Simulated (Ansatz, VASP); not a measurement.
Two plane-wave programs on C4N

```
CELL_PARAMETERS angstrom
3.32903 0.00000 0.00000
0.00000 3.32903 0.00000
0.00000 0.00000 3.32903
ATOMIC_POSITIONS crystal
C 0.50000 0.00000 0.00000
C 0.00000 0.50000 0.00000
C 0.00000 0.00000 0.50000
C 0.50000 0.50000 0.50000
N 0.00000 0.00000 0.00000
```

Change from the starting cell: species swapped into the Co4N type (Pm-3m, No. 221).

Alike in both runs: functional PBE; k mesh 4 × 4 × 4; occupations gaussian, width 0.1 eV; no spin polarisation.

Ansatz relaxed the structure, and its values are those at the end. VASP's run is a single point on that final structure, the one shown.

|  | VASP | Ansatz |
| --- | --- | --- |
| version | VASP 6.6.1 | Ansatz 0.2.0 |
| potentials or method | VASP PAW PBE potentials, release 64 (C, N), cutoff 520 eV | scalar-relativistic, plane waves, PAW |
| valence electrons in the cell | 21 | 21 |

Ansatz gave:

| Property | Result |
| --- | --- |
| gap on the k mesh at the Fermi level (eV) | none |
| pressure (GPa) | 0.0 |

Question: What did VASP give for the same quantities?

Answer: gap on the k mesh at the Fermi level (eV): none; pressure (GPa): -0.2.

A gap of «none» marks a metal or a gap that the smearing closes.

The k mesh is coarse, so the values compare programs but aren't converged.
